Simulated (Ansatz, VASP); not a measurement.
# Hf2N in VASP and in Ansatz

```
CELL_PARAMETERS angstrom
5.10431 0.00000 0.00000
0.00000 5.10431 0.00000
0.00000 0.00000 3.19530
ATOMIC_POSITIONS crystal
Hf 0.29546 0.29546 0.00000
Hf 0.70454 0.70454 0.00000
Hf 0.79546 0.20454 0.50000
Hf 0.20454 0.79546 0.50000
N 0.00000 0.00000 0.00000
N 0.50000 0.50000 0.50000
```

Alike in both runs: task single point; functional PBEsol; k mesh 8 × 8 × 14; occupations gaussian, width 0.15 eV; no spin polarisation.

|  | VASP | Ansatz |
| --- | --- | --- |
| version | VASP 6.6.1 | Ansatz 0.2.0 |
| potentials or method | VASP PAW PBE potentials, release 64 (Hf_pv, N), cutoff 520 eV | scalar-relativistic, plane waves, PAW |
| valence electrons in the cell | 50 | 114 |

Ansatz gave:

| Item | Value |
| --- | --- |
| gap on the k mesh at the Fermi level (eV) | none |
| pressure (GPa) | 20.3 |
| traceless stress, the component that is largest in VASP (GPa) | -5.54 |
| rms of the force components (eV/Å) | 0.069 |

Problem. Which values does VASP return?

Solution. gap on the k mesh at the Fermi level (eV): none; pressure (GPa): 19.4; traceless stress, the component that is largest in VASP (GPa): -5.72; rms of the force components (eV/Å): 0.066.

VASP's potentials were made for PBE, not for PBEsol, and Ansatz warns of the same on its side. Atom by atom the forces differ by 0.003 eV/Å (rms over components). A gap of «none» marks a metal or a gap that the smearing closes. With one functional, cell and mesh, what is left measures potentials, basis and numerics. VASP's potentials hold 50 valence electrons a cell and Ansatz's 114, so a difference there can come from the potentials and not from the codes.

Spin-orbit coupling is off throughout.
